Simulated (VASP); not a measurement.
# SrO (P1) in VASP: single point with PBE

Aim: the single point of SrO with PBE.

All numbers are computed with VASP 6.6.1; they aren't measurements. Logs are shortened: lines on timing, memory, paths and dates and some standing lists are left out, and cuts for length are marked.

### Step 1. The cell of the first run

The typed cell holds 4 atoms: a = 4.275 Å, b = 4.275 Å, c = 5.156 Å, α = 90.00°, β = 90.00°, γ = 120.00°.

### Step 2. Single point, PBE

File INCAR:

```
PREC = Accurate
ENCUT = 520
EDIFF = 1E-6
ISMEAR = 0
SIGMA = 0.05
LREAL = False
LASPH = True
NELM = 80
ALGO = Normal
ISIF = 2
LWAVE = False
LCHARG = False
GGA = PE
NBANDS = 24
```

File KPOINTS:

```
regular mesh
0
Gamma
  9 9 6
```

File POSCAR:

```
SrO
1.0
    4.2754662656      0.0000000000      0.0000000000
   -2.1377331328      3.7026623990      0.0000000000
    0.0000000000      0.0000000000      5.1555949900
Sr O
2 2
Direct
    0.3333333300      0.6666666700      0.9381277000
    0.6666666700      0.3333333300      0.4381277000
    0.3333333300      0.6666666700      0.4368723000
    0.6900559318      0.3333333300      0.9368723000
```

Potentials or basis: VASP PAW PBE potentials, release 64 (Sr_sv, O).

Run with:

```
$ cat potpaw_PBE.64/Sr_sv/POTCAR potpaw_PBE.64/O/POTCAR > POTCAR
$ mpirun -np 1 vasp_std > vasp.out
```

OUTCAR:

```text
PREC = Accurate
   ENCUT = 520
   EDIFF = 1E-6
   ISMEAR = 0
   LREAL = False
   LASPH = True
   NELM = 80
   ISIF = 2
   GGA = PE

 ion  position               nearest neighbor table
   1  0.333  0.667  0.938-   4 2.38   4 2.47   4 2.56   3 2.57   3 2.58   2 3.57   2 3.57   2 3.57
                             2 3.57   2 3.57   2 3.57
   2  0.667  0.333  0.438-   3 2.47   3 2.47   3 2.47   4 2.57   4 2.59   1 3.57   1 3.57   1 3.57
                             1 3.57   1 3.57   1 3.57
   3  0.333  0.667  0.437-   2 2.47   2 2.47   2 2.47   1 2.57   1 2.58
   4  0.690  0.333  0.937-   1 2.38   1 2.47   1 2.56   2 2.57   2 2.59

  LATTYP: Found a hexagonal cell.
 ALAT       =     4.2754662656
 C/A-ratio  =     1.2058556119

  Lattice vectors:

 A1 = (   4.2754662656,   0.0000000000,   0.0000000000)
 A2 = (  -2.1377331328,   3.7026623990,   0.0000000000)
 A3 = (   0.0000000000,   0.0000000000,   5.1555949900)

Analysis of symmetry for initial positions (statically):
=====================================================================
 Subroutine PRICEL returns:
 Original cell was already a primitive cell.

 Routine SETGRP: Setting up the symmetry group for a
 hexagonal supercell.

 Subroutine GETGRP returns: Found  1 space group operations
 (whereof  1 operations were pure point group operations)
 out of a pool of 24 trial point group operations.

The static configuration has the point symmetry C_1 .

Analysis of symmetry for dynamics (positions and initial velocities):
=====================================================================
 Subroutine PRICEL returns:
 Original cell was already a primitive cell.

 Routine SETGRP: Setting up the symmetry group for a
 hexagonal supercell.

 Subroutine GETGRP returns: Found  1 space group operations
 (whereof  1 operations were pure point group operations)
 out of a pool of 24 trial point group operations.

The dynamic configuration has the point symmetry C_1 .

 Subroutine INISYM returns: Found  1 space group operations
 (whereof  1 operations are pure point group operations),
 and found     1 'primitive' translations

----------------------------------------------------------------------------------------

                                     Primitive cell

  volume of cell :      81.6162

  direct lattice vectors                    reciprocal lattice vectors
     4.275466266  0.000000000  0.000000000     0.233892618  0.135037966  0.000000000
    -2.137733133  3.702662399  0.000000000     0.000000000  0.270075932  0.000000000
     0.000000000  0.000000000  5.155594990     0.000000000  0.000000000  0.193964034

  length of vectors
     4.275466266  4.275466266  5.155594990     0.270075932  0.270075932  0.193964034

  position of ions in fractional coordinates (direct lattice)
     0.333333330  0.666666670  0.938127700
     0.666666670  0.333333330  0.438127700
     0.333333330  0.666666670  0.436872300
     0.690055932  0.333333330  0.936872300

  ion indices of the primitive-cell ions
   primitive index   ion index
                 1           1
                 2           2
                 3           3
                 4           4

----------------------------------------------------------------------------------------

 KPOINTS: regular mesh

Automatic generation of k-mesh.
 Grid dimensions read from file:
 generate k-points for:    9    9    6

 Generating k-lattice:

  Cartesian coordinates                     Fractional coordinates (reciprocal lattice)
     0.025988069  0.015004218  0.000000000     0.111111111  0.000000000  0.000000000
     0.000000000  0.030008437  0.000000000     0.000000000  0.111111111  0.000000000
     0.000000000  0.000000000  0.032327339     0.000000000  0.000000000  0.166666667

  Length of vectors
     0.030008437  0.030008437  0.032327339

  Shift w.r.t. Gamma in fractional coordinates (k-lattice)
     0.000000000  0.000000000  0.000000000

 Subroutine IBZKPT returns following result:
 ===========================================

 Found    244 irreducible k-points:

 Following reciprocal coordinates:
            Coordinates               Weight
  0.000000  0.000000  0.000000      1.000000
  0.111111  0.000000  0.000000      2.000000
  0.000000  0.111111  0.000000      2.000000
 -0.111111  0.111111  0.000000      2.000000
  0.222222  0.000000  0.000000      2.000000
  0.000000  0.222222  0.000000      2.000000
[... 16 lines left out ...]
  0.333333  0.111111  0.000000      2.000000
 -0.111111  0.444444  0.000000      2.000000
 [... further k-points ...]
   k-points           NKPTS =    244   k-points in BZ     NKDIM =    244   number of bands    NBANDS=     24
   number of dos      NEDOS =    301   number of ions     NIONS =      4
   total plane-waves  NPLWV =  40960
   dimension x,y,z NGX =    32 NGY =   32 NGZ =   40
   dimension x,y,z NGXF=    64 NGYF=   64 NGZF=   80
   ions per type =               2   2
   NGX,Y,Z   is equivalent  to a cutoff of  12.44, 12.44, 12.90 a.u.
   NGXF,Y,Z  is equivalent  to a cutoff of  24.89, 24.89, 25.80 a.u.
 SYSTEM =  unknown system
   PREC   = accura    normal or accurate (medium, high low for compatibility)
   ISTART =      0    job   : 0-new  1-cont  2-samecut
   ICHARG =      2    charge: 1-file 2-atom 10-const
   ISPIN  =      1    spin polarized calculation?
   LNONCOLLINEAR =      F non collinear calculations
   LSORBIT =      F    spin-orbit coupling
   LASPH  =      T    aspherical Exc in radial PAW
   ENCUT  =  520.0 eV  38.22 Ry    6.18 a.u.   7.95  7.95  9.59*2*pi/ulx,y,z
   NELM   =     80;   NELMIN=  2; NELMDL= -5     # of ELM steps
   EDIFF  = 0.1E-05   stopping-criterion for ELM
   LREAL  =      F    real-space projection
   EDIFFG = 0.1E-04   stopping-criterion for IOM
   NSW    =      0    number of steps for IOM
   IBRION =     -1    ionic relax: 0-MD 1-quasi-New 2-CG
   NFREE  =      0    steps in history (QN), initial steepest desc. (CG)
   ISIF   =      2    stress and relaxation
   ISYM   =      2    0-nonsym 1-usesym 2-fastsym
   POTIM  = 0.5000    time-step for ionic-motion
   TEBEG  =    0.0;   TEEND  =   0.0 temperature during run
   PSTRESS=    0.0 pullay stress
   NELECT =      32.0000    total number of electrons
   NUPDOWN=      -1.0000    fix difference up-down
   EMIN   =  10.00;   EMAX   =-10.00  energy-range for DOS
   EFERMI =   0.00;   METHOD = LEGACY
   ISMEAR =     0;   SIGMA  =   0.05  broadening in eV -4-tet -1-fermi 0-gaus
   EFERMI_NEDOS =   21; number of points for ismear=-14 and -15
   IALGO  =     38    algorithm
   IMIX   =      4    mixing-type and parameters
     AMIX     =   0.40;   BMIX     =  1.00
     AMIX_MAG =   1.60;   BMIX_MAG =  1.00
  volume/ion in A,a.u.               =      20.40       137.69
  Fermi-wavevector in a.u.,A,eV,Ry     =   1.198209  2.264287 19.533960  1.435706
  Thomas-Fermi vector in A             =   2.334104
   LORBIT       =      0    0 simple, 1 ext, 2 COOP (PROOUT), +10 PAW based schemes
   GGA     = PE    functional components
   LHFCALC =     F    Hartree Fock is set to
   AEXX    =    0.0000 exact exchange contribution
   IVDW    =     0    specifies the selected vdW correction
   LEPSILON=     F    determine dielectric tensor
   LRPA    =     F    only Hartree local field effects (RPA)
 non-spin polarized calculation
 Gauss-broadening in eV      SIGMA  =   0.05
  energy-cutoff  :      520.00
  volume of cell :       81.62
 maximum number of plane-waves:      2220
   NGX = 15   NGY = 15   NGZ = 19

 number of electron      32.0000006 magnetization

 Free energy of the ion-electron system (eV)
  ---------------------------------------------------
  ext. energy  EPLUGINS =         0.00000000
  ---------------------------------------------------
  free energy    TOTEN  =       -23.87303706 eV

  energy without entropy =      -23.87303706  energy(sigma->0) =      -23.87303706

 E-fermi :   0.9586     XC(G=0):  -8.9387

 val. band max:        0.7573838371   @ k =   0.0000   0.0000   0.0000
 cond. band min:       3.3862900886   @ k =   0.0000   0.0000   0.0000
 fundamental gap:      2.6289062515
 Fermi energy:         0.9586349115

 k-point     1 :       0.0000    0.0000    0.0000
  band No.  band energies     occupation
      1     -31.6557      2.00000
      2     -31.4898      2.00000
      3     -14.3362      2.00000
      4     -14.2690      2.00000
      5     -14.1820      2.00000
      6     -13.7944      2.00000
[... 16 lines left out ...]
     23       9.4528      0.00000
     24       9.5751      0.00000

 k-point     2 :       0.1111    0.0000    0.0000
  band No.  band energies     occupation
      1     -31.6492      2.00000
      2     -31.4920      2.00000
      3     -14.6005      2.00000
      4     -14.4969      2.00000
      5     -14.1604      2.00000
      6     -13.8121      2.00000
[... 16 lines left out ...]
     23       9.1137      0.00000
     24       9.3915      0.00000

 k-point     3 :       0.0000    0.1111    0.0000
  band No.  band energies     occupation
      1     -31.6493      2.00000
      2     -31.4921      2.00000
      3     -14.5739      2.00000
      4     -14.5031      2.00000
      5     -14.1606      2.00000
      6     -13.8055      2.00000
[... 16 lines left out ...]
     23       9.1085      0.00000
     24       9.3603      0.00000

 k-point     4 :      -0.1111    0.1111    0.0000
  band No.  band energies     occupation
      1     -31.6493      2.00000
      2     -31.4921      2.00000
      3     -14.5580      2.00000
      4     -14.4906      2.00000
      5     -14.1607      2.00000
      6     -13.8081      2.00000
[... 16 lines left out ...]
     23       9.1663      0.00000
     24       9.2455      0.00000

 k-point     5 :       0.2222    0.0000    0.0000
  band No.  band energies     occupation
      1     -31.6315      2.00000
      2     -31.4992      2.00000
      3     -14.9791      2.00000
      4     -14.8471      2.00000
      5     -14.0909      2.00000
      6     -13.8552      2.00000
[... 16 lines left out ...]
     23       9.2148      0.00000
     24       9.3932      0.00000

 k-point     6 :       0.0000    0.2222    0.0000
  band No.  band energies     occupation
      1     -31.6317      2.00000
      2     -31.4992      2.00000
      3     -14.9344      2.00000
      4     -14.8473      2.00000
      5     -14.0916      2.00000
      6     -13.8529      2.00000
[... 16 lines left out ...]
     23       9.1795      0.00000
     24       9.3972      0.00000
[... 379 lines left out ...]
 k-point    21 :       0.1111    0.2222    0.0000
  band No.  band energies     occupation
      1     -31.6162      2.00000
      2     -31.5065      2.00000
      3     -15.1474      2.00000
      4     -15.0498      2.00000
      5     -14.0277      2.00000
      6     -13.8912      2.00000
[... 16 lines left out ...]
     23       9.2360      0.00000
     24       9.5768      0.00000

 k-point    22 :       0.3333   -0.1111    0.0000
  band No.  band energies     occupation
      1     -31.6162      2.00000
      2     -31.5066      2.00000
      3     -15.1475      2.00000
      4     -15.0359      2.00000
      5     -14.0276      2.00000
      6     -13.9023      2.00000
[... 16 lines left out ...]
     23       9.1916      0.00000
     24       9.5995      0.00000

 k-point    23 :       0.3333    0.1111    0.0000
  band No.  band energies     occupation
      1     -31.5922      2.00000
      2     -31.5203      2.00000
      3     -15.3757      2.00000
      4     -15.2390      2.00000
      5     -13.9440      2.00000
      6     -13.9226      2.00000
[... 16 lines left out ...]
     23       9.0585      0.00000
     24       9.5276      0.00000

 k-point    24 :      -0.1111    0.4444    0.0000
  band No.  band energies     occupation
      1     -31.5933      2.00000
      2     -31.5201      2.00000
      3     -15.3024      2.00000
      4     -15.2262      2.00000
      5     -13.9541      2.00000
      6     -13.9258      2.00000
[... 16 lines left out ...]
     23       9.1175      0.00000
     24       9.4875      0.00000

 [... further k-points ...]

------------------------ aborting loop because EDIFF is reached ----------------------------------------

  FORCE on cell =-STRESS in cart. coord.  units (eV):
  Direction    XX          YY          ZZ          XY          YZ          ZX
  --------------------------------------------------------------------------------------
  -------------------------------------------------------------------------------------
  Total        0.7755312      0.7290770      0.7837054      0.4209932      0.0003006      0.0032413
  in kB       15.2241638     14.3122394     15.3846290      8.2643599      0.0059012      0.0636287
  external PRESSURE =      14.9736774 kB  Pullay stress =       0.0000000 kB

 VOLUME and BASIS-vectors are now :
 -----------------------------------------------------------------------------
  energy-cutoff  :      520.00
  volume of cell :       81.62
      direct lattice vectors                 reciprocal lattice vectors
     4.275466266  0.000000000  0.000000000     0.233892618  0.135037966  0.000000000
    -2.137733133  3.702662399  0.000000000     0.000000000  0.270075932  0.000000000
     0.000000000  0.000000000  5.155594990     0.000000000  0.000000000  0.193964034

 POSITION                                       TOTAL-FORCE (eV/Angst)
 -----------------------------------------------------------------------------------
     -0.00000      2.46844      4.83661         0.424582      0.051545     -0.013790
      2.13773      1.23422      2.25881         0.077700     -0.000727     -0.013773
     -0.00000      2.46844      2.25234         0.019139      0.003576      0.014171
      2.23773      1.23422      4.83013        -0.521421     -0.054394      0.013393
 -----------------------------------------------------------------------------------
    total drift:                                0.000085      0.000005      0.000240

  FREE ENERGIE OF THE ION-ELECTRON SYSTEM (eV)
  ---------------------------------------------------
  free  energy   TOTEN  =       -23.8730370637 eV

  energy  without entropy=      -23.8730370637  energy(sigma->0) =      -23.87303706
```

It took 7.6 min on 1 thread of AMD EPYC 7R13 (Zen 3), shared host; peak memory 0.47 GiB.

What came out:

| Item | Value |
| --- | --- |
| Free energy | -23.8730 eV |
| Pressure | 1.5 GPa |
| Largest force | 0.524 eV/Å |
| Band gap on the k mesh | 2.63 eV |

Forces on the atoms (eV/Å):
```
Sr   0.425  0.052 -0.014
Sr   0.078 -0.001 -0.014
O    0.019  0.004  0.014
O   -0.521 -0.054  0.013
```

Stress tensor (GPa, compression positive):
```
1.52 0.83 0.01
0.83 1.43 0.00
0.01 0.00 1.54
```

Caveat: an odd mesh through Γ misses points on the zone boundary, where band edges can lie.
